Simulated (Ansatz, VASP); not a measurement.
One calculation of Co3Si8Ni, two programs

```xyz
12
Lattice="3.7951 0.0000 0.0000 0.0000 3.7951 0.0000 0.0000 0.0000 10.7568" Properties=species:S:1:pos:R:3 pbc="T T T"
Co    0.0000    0.0000    0.0000
Co    1.8975    1.8975    2.7032
Co    1.8975    1.8975    8.0536
Si    1.8975    0.0000    1.3361
Si    0.0000    1.8975    4.0010
Si    1.8975    0.0000    6.7558
Si    0.0000    1.8975    9.4207
Si    1.8975    0.0000    4.0010
Si    0.0000    1.8975    6.7558
Si    1.8975    0.0000    9.4207
Si    0.0000    1.8975    1.3361
Ni    0.0000    0.0000    5.3784
```

Alike in both runs: functional PBE; k mesh 10 × 10 × 4; occupations gaussian, width 0.1 eV; no spin polarisation.

Ansatz relaxed the structure, and its values are those at the end. VASP's run is a single point on that final structure, the one shown.

|  | VASP | Ansatz |
| --- | --- | --- |
| version | VASP 6.6.1 | Ansatz 0.2.0 |
| potentials or method | VASP PAW PBE potentials, release 64 (Co, Si, Ni), cutoff 520 eV | scalar-relativistic, plane waves, PAW |
| valence electrons in the cell | 69 | 101 |

|  | VASP | Ansatz | Ansatz less VASP |
| --- | --- | --- | --- |
| gap on the k mesh at the Fermi level (eV) | none | none | - |
| pressure (GPa) | -0.1 | 0.0 | +0.10 |

A gap of «none» marks a metal or a gap that the smearing closes. VASP's potentials hold 69 valence electrons a cell and Ansatz's 101, so a difference there can come from the potentials and not from the codes.
